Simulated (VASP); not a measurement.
Input of a VASP 6.6.1 run:

Contents of INCAR:

```
SYSTEM = Li
ALGO = Normal ; EDIFF = 1E-6
ENCUT = 520 ; GGA = PS
ISIF = 2 ; ISMEAR = -1
IVDW = 12 ; LASPH = .True.
LCHARG = .False. ; LREAL = .False.
LWAVE = .False. ; NBANDS = 8
NELM = 100 ; PREC = Accurate
SIGMA = 0.05
```

The input KPOINTS:

```
k-points
0
Gamma
  11 11 11
  0 0 0
```

Contents of POSCAR:

```
Li
1.0
   -1.7546500000      1.7546500000      1.7546500000
    1.7546500000     -1.7546500000      1.7546500000
    1.7546500000      1.7546500000     -1.7546500000
Li
1
Direct
    0.0000000000      0.0000000000      0.0000000000
```

Potentials or basis: VASP PAW PBE potentials, release 64 (Li_sv).

Command:

```console
$ cat potpaw_PBE.64/Li_sv/POTCAR > POTCAR
$ mpirun -np 1 vasp_std > vasp.out
```

Q: What does it give for the dispersion energy per atom?

A: -0.139 eV.
